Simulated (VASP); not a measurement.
Set up this calculation in VASP 6.6.1, as the native input.

- Task: single point
- Functional: PBE
- Potentials or basis: VASP PAW PBE potentials, release 64 (P, C)
- Cutoff: 520 eV
- k mesh: 8 × 8 × 8
- Occupations: gaussian, width 0.1 eV
- Spin: no spin polarisation
- Dipole correction: no
- Further INCAR settings: ALGO = Normal; EDIFF = 1e-07; NBANDS = 22

The structure of PC2 lies in POSCAR:

```
PC2
1.0
    2.3194958610     -4.0825028089     -0.0022689283
    2.3194958610      4.0825028089     -0.0022689283
   -1.4407533948      0.0000000000      4.0123173240
P C
2 4
Direct
    0.7684219219      0.7684219219      0.8120385938
    0.2315780781      0.2315780781      0.1879614062
    0.4641312539      0.8314045740      0.9787470042
    0.5358687461      0.1685954260      0.0212529958
    0.1685954260      0.5358687461      0.0212529958
    0.8314045740      0.4641312539      0.9787470042
```

The input as run:

INCAR

```
SYSTEM = PC2
PREC     = Accurate       ! precision mode
ENCUT    = 520            ! plane-wave cutoff, eV
EDIFF    = 1E-7           ! SCF threshold, eV
ISMEAR   = 0              ! smearing method
SIGMA    = 0.1            ! smearing width, eV
LREAL    = .False.        ! projectors in reciprocal space
LASPH    = .True.         ! aspherical terms in the spheres
NELM     = 100            ! most SCF steps
ALGO     = Normal         ! electronic algorithm
ISIF     = 2              ! what is computed and relaxed
LWAVE    = .False.        ! write WAVECAR
LCHARG   = .False.        ! write CHGCAR
GGA      = PE             ! functional
NBANDS   = 22             ! bands
```

KPOINTS

```
regular mesh
0
Gamma
  8 8 8
  0 0 0
```

Potentials or basis: VASP PAW PBE potentials, release 64 (P, C).

The run is started by

```bash
$ cat potpaw_PBE.64/P/POTCAR potpaw_PBE.64/C/POTCAR > POTCAR
$ mpirun -np 1 vasp_std > vasp.out
```

Results of the run:

| Quantity | Value |
| --- | --- |
| Pressure | -0.1 GPa |
| Largest force | 0.073 eV/Å |
| Band gap on the k mesh | zero (band 13 reaches 5.60 eV, above the bottom of band 14 at 4.32 eV) |

Wall time 4.5 min on 1 thread of Intel(R) Xeon(R) Platinum 8488C (Sapphire Rapids), with other jobs on the host, peak memory 0.32 GiB.
